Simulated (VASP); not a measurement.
# W (Pbcm) in VASP: further runs

W is run at these levels: LDA, PBEsol; tasks: single point.

Everything below comes from runs of VASP 6.6.1. Logs are shortened: lines on timing, memory, paths and dates and some standing lists are left out, and cuts for length are marked.

### Step 1. The cell of the first run

Symmetry: Pbcm, No. 57, orthorhombic system. Conventional cell: a = 2.847 Å, b = 4.928 Å, c = 4.988 Å, α = 90.00°, β = 90.00°, γ = 90.00°. Within 3.6 Å of W (site symmetry m) lie 12 W at 2.73 to 3.10 Å.

### Step 2. Single point, LDA (17.49 Å³/atom)

Input file INCAR:

```
ALGO = Fast
EDIFF = 1E-6
ENCUT = 520
GGA = CA
ISIF = 2
ISMEAR = -1
LASPH = T
LCHARG = F
LREAL = F
LWAVE = F
NBANDS = 36
NELM = 80
PREC = Accurate
SIGMA = 0.05
```

Input file KPOINTS:

```
k-points
0
Gamma
  9 6 6
```

Input file POSCAR:

```
W
1.0
    2.8466354769      0.0000000000      0.0000000000
    0.0000000000      4.9278756295      0.0000000000
    0.0000000000      0.0000000000      4.9884878908
W
4
Direct
    0.7931720000      0.9368430000      0.7500000000
    0.2068280000      0.4368430000      0.7500000000
    0.2068280000      0.0631570000      0.2500000000
    0.7931720000      0.5631570000      0.2500000000
```

Potentials or basis: VASP PAW LDA potentials, release 64 (W_sv).

Started as:

```
$ cat potpaw_LDA.64/W_sv/POTCAR > POTCAR
$ mpirun -np 1 vasp_std > vasp.out
```

OUTCAR:

```text
EDIFF = 1E-6
   ENCUT = 520
   GGA = CA
   ISIF = 2
   ISMEAR = -1
   LASPH = T
   LREAL = F
   NELM = 80
   PREC = Accurate

 ion  position               nearest neighbor table
   1  0.793  0.937  0.750-   2 2.73   2 2.73   3 2.83   3 2.83   2 2.98   2 2.98   3 3.07   3 3.07
                             4 3.10   4 3.10
   2  0.207  0.437  0.750-   1 2.73   1 2.73   4 2.83   4 2.83   1 2.98   1 2.98   4 3.07   4 3.07
                             3 3.10   3 3.10
   3  0.207  0.063  0.250-   4 2.73   4 2.73   1 2.83   1 2.83   4 2.98   4 2.98   1 3.07   1 3.07
                             2 3.10   2 3.10
   4  0.793  0.563  0.250-   3 2.73   3 2.73   2 2.83   2 2.83   3 2.98   3 2.98   2 3.07   2 3.07
                             1 3.10   1 3.10

  LATTYP: Found a simple orthorhombic cell.
 ALAT       =     2.8466354769
 B/A-ratio  =     1.7311228183
 C/A-ratio  =     1.7524154151

  Lattice vectors:

 A1 = (   2.8466354769,   0.0000000000,   0.0000000000)
 A2 = (   0.0000000000,   4.9278756295,   0.0000000000)
 A3 = (   0.0000000000,   0.0000000000,   4.9884878908)

Analysis of symmetry for initial positions (statically):
=====================================================================
 Subroutine PRICEL returns:
 Original cell was already a primitive cell.

 Routine SETGRP: Setting up the symmetry group for a
 simple orthorhombic supercell.

 Subroutine GETGRP returns: Found  8 space group operations
 (whereof  2 operations were pure point group operations)
 out of a pool of  8 trial point group operations.

The static configuration has the point symmetry S_2 .
 The point group associated with its full space group is D_2h.

Analysis of symmetry for dynamics (positions and initial velocities):
=====================================================================
 Subroutine PRICEL returns:
 Original cell was already a primitive cell.

 Routine SETGRP: Setting up the symmetry group for a
 simple orthorhombic supercell.

 Subroutine GETGRP returns: Found  8 space group operations
 (whereof  2 operations were pure point group operations)
 out of a pool of  8 trial point group operations.

The dynamic configuration has the point symmetry S_2 .
 The point group associated with its full space group is D_2h.

 Subroutine INISYM returns: Found  8 space group operations
 (whereof  2 operations are pure point group operations),
 and found     1 'primitive' translations

----------------------------------------------------------------------------------------

                                     Primitive cell

  volume of cell :      69.9778

  direct lattice vectors                    reciprocal lattice vectors
     2.846635477  0.000000000  0.000000000     0.351291905  0.000000000  0.000000000
     0.000000000  4.927875629  0.000000000     0.000000000  0.202927199  0.000000000
     0.000000000  0.000000000  4.988487891     0.000000000  0.000000000  0.200461547

  length of vectors
     2.846635477  4.927875629  4.988487891     0.351291905  0.202927199  0.200461547

  position of ions in fractional coordinates (direct lattice)
     0.793172000  0.936843000  0.750000000
     0.206828000  0.436843000  0.750000000
     0.206828000  0.063157000  0.250000000
     0.793172000  0.563157000  0.250000000

  ion indices of the primitive-cell ions
   primitive index   ion index
                 1           1
                 2           2
                 3           3
                 4           4

----------------------------------------------------------------------------------------

 KPOINTS: k-points

Automatic generation of k-mesh.
 Grid dimensions read from file:
 generate k-points for:    9    6    6

 Generating k-lattice:

  Cartesian coordinates                     Fractional coordinates (reciprocal lattice)
     0.039032434  0.000000000  0.000000000     0.111111111  0.000000000  0.000000000
     0.000000000  0.033821200  0.000000000     0.000000000  0.166666667  0.000000000
     0.000000000  0.000000000  0.033410258     0.000000000  0.000000000  0.166666667

  Length of vectors
     0.039032434  0.033821200  0.033410258

  Shift w.r.t. Gamma in fractional coordinates (k-lattice)
     0.000000000  0.000000000  0.000000000

 Subroutine IBZKPT returns following result:
 ===========================================

 Found     80 irreducible k-points:

 Following reciprocal coordinates:
            Coordinates               Weight
  0.000000  0.000000  0.000000      1.000000
  0.111111  0.000000  0.000000      2.000000
  0.222222  0.000000  0.000000      2.000000
  0.333333  0.000000  0.000000      2.000000
  0.444444  0.000000  0.000000      2.000000
  0.000000  0.166667  0.000000      2.000000
[... 16 lines left out ...]
  0.222222  0.000000  0.166667      4.000000
  0.333333  0.000000  0.166667      4.000000
 [... further k-points ...]
   k-points           NKPTS =     80   k-points in BZ     NKDIM =     80   number of bands    NBANDS=     36
   number of dos      NEDOS =    301   number of ions     NIONS =      4
   total plane-waves  NPLWV =  38400
   dimension x,y,z NGX =    24 NGY =   40 NGZ =   40
   dimension x,y,z NGXF=    48 NGYF=   80 NGZF=   80
   ions per type =               4
   NGX,Y,Z   is equivalent  to a cutoff of  14.02, 13.49, 13.33 a.u.
   NGXF,Y,Z  is equivalent  to a cutoff of  28.03, 26.99, 26.66 a.u.
 SYSTEM =  unknown system
   PREC   = accura    normal or accurate (medium, high low for compatibility)
   ISTART =      0    job   : 0-new  1-cont  2-samecut
   ICHARG =      2    charge: 1-file 2-atom 10-const
   ISPIN  =      1    spin polarized calculation?
   LNONCOLLINEAR =      F non collinear calculations
   LSORBIT =      F    spin-orbit coupling
   LASPH  =      T    aspherical Exc in radial PAW
   ENCUT  =  520.0 eV  38.22 Ry    6.18 a.u.   5.29  9.16  9.28*2*pi/ulx,y,z
   NELM   =     80;   NELMIN=  2; NELMDL= -5     # of ELM steps
   EDIFF  = 0.1E-05   stopping-criterion for ELM
   LREAL  =      F    real-space projection
   EDIFFG = 0.1E-04   stopping-criterion for IOM
   NSW    =      0    number of steps for IOM
   IBRION =     -1    ionic relax: 0-MD 1-quasi-New 2-CG
   NFREE  =      0    steps in history (QN), initial steepest desc. (CG)
   ISIF   =      2    stress and relaxation
   ISYM   =      2    0-nonsym 1-usesym 2-fastsym
   POTIM  = 0.5000    time-step for ionic-motion
   TEBEG  =    0.0;   TEEND  =   0.0 temperature during run
   PSTRESS=    0.0 pullay stress
   NELECT =      56.0000    total number of electrons
   NUPDOWN=      -1.0000    fix difference up-down
   EMIN   =  10.00;   EMAX   =-10.00  energy-range for DOS
   EFERMI =   0.00;   METHOD = LEGACY
   ISMEAR =    -1;   SIGMA  =   0.05  broadening in eV -4-tet -1-fermi 0-gaus
   EFERMI_NEDOS =   21; number of points for ismear=-14 and -15
   IALGO  =     68    algorithm
   IMIX   =      4    mixing-type and parameters
     AMIX     =   0.40;   BMIX     =  1.00
     AMIX_MAG =   1.60;   BMIX_MAG =  1.00
  volume/ion in A,a.u.               =      17.49       118.06
  Fermi-wavevector in a.u.,A,eV,Ry     =   1.519908  2.872210 31.431100  2.310121
  Thomas-Fermi vector in A             =   2.628830
   LORBIT       =      0    0 simple, 1 ext, 2 COOP (PROOUT), +10 PAW based schemes
   GGA     = CA    functional components
   LHFCALC =     F    Hartree Fock is set to
   AEXX    =    0.0000 exact exchange contribution
   IVDW    =     0    specifies the selected vdW correction
   LEPSILON=     F    determine dielectric tensor
   LRPA    =     F    only Hartree local field effects (RPA)
 non-spin polarized calculation
 RMM-DIIS sequential band-by-band and
  energy-cutoff  :      520.00
  volume of cell :       69.98
 maximum number of plane-waves:      1902
 NGX is ok and might be reduce to    24
   NGX = 11   NGY = 19   NGZ = 19

 number of electron      56.0000001 magnetization

 Free energy of the ion-electron system (eV)
  ---------------------------------------------------
  ext. energy  EPLUGINS =         0.00000000
  ---------------------------------------------------
  free energy    TOTEN  =       -53.91773081 eV

  energy without entropy =      -53.88886177  energy(sigma->0) =      -53.90329629

 E-fermi :   9.6277     XC(G=0): -13.2548

 val. band max:        9.6247646581   @ k =   0.0000   0.3333   0.3333
 cond. band min:       9.6307569346   @ k =   0.4444   0.3333   0.0000
 fundamental gap:      0.0059922765
 Fermi energy:         9.6277418386

 k-point     1 :       0.0000    0.0000    0.0000
  band No.  band energies     occupation
      1     -63.8444      2.00000
      2     -63.7784      2.00000
      3     -63.7495      2.00000
      4     -63.7076      2.00000
      5     -28.7867      2.00000
      6     -28.7423      2.00000
[... 28 lines left out ...]
     35      13.4926      0.00000
     36      13.8508      0.00000

 k-point     2 :       0.1111    0.0000    0.0000
  band No.  band energies     occupation
      1     -63.8371      2.00000
      2     -63.7735      2.00000
      3     -63.7459      2.00000
      4     -63.7064      2.00000
      5     -28.7565      2.00000
      6     -28.7156      2.00000
[... 28 lines left out ...]
     35      13.0689      0.00000
     36      13.4240      0.00000

 k-point     3 :       0.2222    0.0000    0.0000
  band No.  band energies     occupation
      1     -63.8177      2.00000
      2     -63.7609      2.00000
      3     -63.7367      2.00000
      4     -63.7040      2.00000
      5     -28.6739      2.00000
      6     -28.6426      2.00000
[... 28 lines left out ...]
     35      12.6064      0.00000
     36      13.1626      0.00000

 k-point     4 :       0.3333    0.0000    0.0000
  band No.  band energies     occupation
      1     -63.7936      2.00000
      2     -63.7462      2.00000
      3     -63.7266      2.00000
      4     -63.7032      2.00000
      5     -28.5670      2.00000
      6     -28.5449      2.00000
[... 28 lines left out ...]
     35      12.5464      0.00000
     36      13.1421      0.00000

 k-point     5 :       0.4444    0.0000    0.0000
  band No.  band energies     occupation
      1     -63.7759      2.00000
      2     -63.7362      2.00000
      3     -63.7204      2.00000
      4     -63.7047      2.00000
      5     -28.5226      2.00000
      6     -28.4782      2.00000
[... 655 lines left out ...]
 k-point    22 :       0.1111    0.0000    0.1667
  band No.  band energies     occupation
      1     -63.8328      2.00000
      2     -63.7778      2.00000
      3     -63.7432      2.00000
      4     -63.7091      2.00000
      5     -28.7631      2.00000
      6     -28.6662      2.00000
[... 28 lines left out ...]
     35      13.0806      0.00000
     36      13.1161      0.00000

 k-point    23 :       0.2222    0.0000    0.1667
  band No.  band energies     occupation
      1     -63.8139      2.00000
      2     -63.7647      2.00000
      3     -63.7345      2.00000
      4     -63.7062      2.00000
      5     -28.6789      2.00000
      6     -28.6053      2.00000
[... 28 lines left out ...]
     35      12.1541      0.00000
     36      13.1217      0.00000

 k-point    24 :       0.3333    0.0000    0.1667
  band No.  band energies     occupation
      1     -63.7905      2.00000
      2     -63.7494      2.00000
      3     -63.7251      2.00000
      4     -63.7048      2.00000
      5     -28.5661      2.00000
      6     -28.5396      2.00000
[... 28 lines left out ...]
     35      12.5439      0.00000
     36      13.1639      0.00000

 [... further k-points ...]

------------------------ aborting loop because EDIFF is reached ----------------------------------------

  FORCE on cell =-STRESS in cart. coord.  units (eV):
  Direction    XX          YY          ZZ          XY          YZ          ZX
  --------------------------------------------------------------------------------------
  -------------------------------------------------------------------------------------
  Total      -10.1758812    -10.4827645     -9.7572699      0.0000000      0.0000000      0.0000000
  in kB     -232.9818523   -240.0080962   -223.3975382      0.0000000      0.0000000      0.0000000
  external PRESSURE =    -232.1291622 kB  Pullay stress =       0.0000000 kB

 VOLUME and BASIS-vectors are now :
 -----------------------------------------------------------------------------
  energy-cutoff  :      520.00
  volume of cell :       69.98
      direct lattice vectors                 reciprocal lattice vectors
     2.846635477  0.000000000  0.000000000     0.351291905  0.000000000  0.000000000
     0.000000000  4.927875629  0.000000000     0.000000000  0.202927199  0.000000000
     0.000000000  0.000000000  4.988487891     0.000000000  0.000000000  0.200461547

 POSITION                                       TOTAL-FORCE (eV/Angst)
 -----------------------------------------------------------------------------------
      2.25787      4.61665      3.74137         0.215736      0.084090      0.000000
      0.58876      2.15271      3.74137        -0.215736      0.084090      0.000000
      0.58876      0.31123      1.24712        -0.215736     -0.084090      0.000000
      2.25787      2.77517      1.24712         0.215736     -0.084090      0.000000
 -----------------------------------------------------------------------------------
    total drift:                                0.000000     -0.000000     -0.000000

  FREE ENERGIE OF THE ION-ELECTRON SYSTEM (eV)
  ---------------------------------------------------
  free  energy   TOTEN  =       -53.9177308138 eV

  energy  without entropy=      -53.8888617704  energy(sigma->0) =      -53.90329629
```

Run time: 82 s. Hardware: 1 thread of Intel Xeon 6975P-C (Granite Rapids), shared host; peak memory 0.25 GiB.

What came out:

- Free energy: -53.9177 eV
- Pressure: -23.2 GPa
- Largest force: 0.232 eV/Å
- Band gap on the k mesh: zero (bands 28 and 29 overlap by 1.19 eV)

Forces on the atoms (eV/Å):
```
W    0.216  0.084  0.000
W   -0.216  0.084  0.000
W   -0.216 -0.084  0.000
W    0.216 -0.084  0.000
```

Caveat: the cell stands under tension; spin-orbit coupling is left out, which moves the levels of the heavy elements.

### Step 3. Single point, LDA (17.83 Å³/atom)

This run uses another cell than the first one, of 17.83 Å³/atom.

Input file INCAR:

```
PREC     = Accurate       # precision mode
ENCUT    = 520            # plane-wave cutoff, eV
EDIFF    = 1E-7           # SCF threshold, eV
ISMEAR   = -1             # smearing method
SIGMA    = 0.05           # smearing width, eV
LREAL    = F              # projectors in reciprocal space
LASPH    = T              # aspherical terms in the spheres
NELM     = 100            # most SCF steps
ALGO     = Fast           # electronic algorithm
ISIF     = 2              # what is computed and relaxed
LWAVE    = F              # write WAVECAR
LCHARG   = F              # write CHGCAR
GGA      = CA             # functional
NBANDS   = 36             # bands
```

Input file KPOINTS:

```
regular mesh
0
Gamma
  9 6 6
```

Input file POSCAR:

```
W
1.0
    2.8647674019      0.0000000000      0.0000000000
    0.0000000000      4.9592642186      0.0000000000
    0.0000000000      0.0000000000      5.0202625557
W
4
Direct
    0.7931720000      0.9368430000      0.7500000000
    0.2068280000      0.4368430000      0.7500000000
    0.2068280000      0.0631570000      0.2500000000
    0.7931720000      0.5631570000      0.2500000000
```

Potentials or basis: VASP PAW LDA potentials, release 64 (W_sv).

Started as:

```
$ cat potpaw_LDA.64/W_sv/POTCAR > POTCAR
$ mpirun -np 1 vasp_std > vasp.out
```

It took 96 s on 1 thread of Intel Xeon 6975P-C (Granite Rapids), shared host; peak memory 0.25 GiB.

It converged, with:

| Item | Value |
| --- | --- |
| Free energy | -53.7073 eV |
| Pressure | -27.0 GPa |
| Largest force | 0.296 eV/Å |
| Band gap on the k mesh | zero (bands 28 and 29 overlap by 1.16 eV) |

Forces in eV/Å, atoms in the order of the input:
```
W    0.283  0.087  0.000
W   -0.283  0.087  0.000
W   -0.283 -0.087  0.000
W    0.283 -0.087  0.000
```

Stress tensor (GPa, compression positive):
```
-27.31   0.00   0.00
  0.00 -27.90   0.00
  0.00   0.00 -25.72
```

Levels at points of the mesh, in eV from the Fermi level:
| k point | band 26 | band 27 | band 28 | band 29 | band 30 | band 31 |
| --- | --- | --- | --- | --- | --- | --- |
| (0.00, 0.00, 0.00) | -0.34 | -0.34 | -0.30 | -0.23 | -0.14 | 0.49 |
| (0.00, 0.50, 0.00) | -1.35 | 0.29 | 0.29 | 0.33 | 0.33 | 0.78 |
| (0.00, 0.00, 0.50) | -0.74 | -0.12 | -0.12 | 0.64 | 0.64 | 1.64 |
| (0.00, 0.50, 0.50) | -1.09 | -1.09 | -1.09 | 1.54 | 1.54 | 1.54 |

Caveat: the cell stands under tension; spin-orbit coupling is left out, which moves the levels of the heavy elements.

(Part 1 of 2 ends here.)
